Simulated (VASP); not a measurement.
Set up this calculation in VASP 6.6.1, as the native input.

- Task: single point
- Functional: r2SCAN
- Potentials or basis: VASP PAW PBE potentials, release 64 (O)
- Cutoff: 520 eV
- k mesh: 5 × 5 × 5
- Occupations: fermi-dirac, width 0.1 eV
- Spin: no spin polarisation
- Dipole correction: no
- Further INCAR settings: ALGO = Normal; EDIFF = 1e-06; NBANDS = 13

The system is O.

```xyz
2
Lattice="1.4233 0.8218 3.4083 -1.4233 0.8218 3.4083 0.0000 -1.6435 3.4083" Properties=species:S:1:pos:R:3 pbc="T T T"
O     0.0000    0.0000    0.5900
O     0.0000    0.0000    9.6349
```

The input as run:

POSCAR

```
O
1.0
    1.4233500000      0.8217715100      3.4083000000
   -1.4233500000      0.8217715100      3.4083000000
    0.0000000000     -1.6435430100      3.4083000000
O
2
Direct
    0.0577000000      0.0577000000      0.0577000000
    0.9423000000      0.9423000000      0.9423000000
```

INCAR.step1

```
PREC = Accurate ; ENCUT = 520
ISMEAR = -1 ; SIGMA = 0.1
LREAL = False ; LASPH = True
NELM = 80 ; NBANDS = 13
GGA = PE ; ALGO = Normal
EDIFF = 1E-4 ; LWAVE = True
LCHARG = False
```

INCAR.step2

```
PREC = Accurate ; ENCUT = 520
EDIFF = 1E-6 ; ISMEAR = -1
SIGMA = 0.1 ; LREAL = False
LASPH = True ; NELM = 80
ALGO = Normal ; ISIF = 2
LWAVE = False ; LCHARG = True
METAGGA = R2SCAN ; LMIXTAU = True
LELF = True ; LVHAR = True
NBANDS = 13 ; ISTART = 1
```

KPOINTS

```
regular mesh
0
Gamma
  5 5 5
```

Potentials or basis: VASP PAW PBE potentials, release 64 (O).

Run with:

```bash
$ cat potpaw_PBE.64/O/POTCAR > POTCAR
$ cp INCAR.step1 INCAR
$ mpirun -np 1 vasp_std > vasp.out
$ cp INCAR.step2 INCAR
$ mpirun -np 1 vasp_std > vasp.out
```

It gave:

The pressure is 5.6 GPa. The largest force is 3.837 eV/Å and the band gap on the k mesh is zero (band 6 reaches 0.92 eV, above the bottom of band 7 at -0.19 eV).

Caveat: the k points lie up to 0.52 Å⁻¹ apart; the standard files for N, O and F lose accuracy on very short bonds; spin is off for a triplet molecule; the PAW data sets were made with another functional, which shifts forces and pressure a little.

Run time: 84 s on 1 thread of AMD EPYC 7R13, with other jobs on the host, peak memory 0.12 GiB.
